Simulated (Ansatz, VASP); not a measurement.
# Two plane-wave programs on CaO

```
Ca O
1.0
     4.04055    0.00000    0.00000
    -2.02028    3.49922    0.00000
     0.00000    0.00000    4.84200
Ca O
2 2
Direct
  0.33333 0.66667 0.93750
  0.66667 0.33333 0.43750
  0.33333 0.66667 0.43750
  0.66667 0.33333 0.93750
```

Change from the starting cell: hydrostatic strain +1.5%.

Alike in both runs: task single point; functional PBE; k mesh 12 × 12 × 6; occupations fermi-dirac, width 0.02 eV; no spin polarisation.

|  | VASP | Ansatz |
| --- | --- | --- |
| version | VASP 6.6.1 | Ansatz 0.2.0 |
| potentials or method | VASP PAW PBE potentials, release 64 (Ca_sv, O) | plane waves, PAW |
| plane-wave cutoff (eV) | 520 | 420 |
| valence electrons in the cell | 32 | 32 |

VASP gave:

* gap on the k mesh at the Fermi level (eV): 3.03
* pressure (GPa): -1.6

Question: Estimate Ansatz's values.

Answer: gap on the k mesh at the Fermi level (eV): 3.05; pressure (GPa): -2.0.
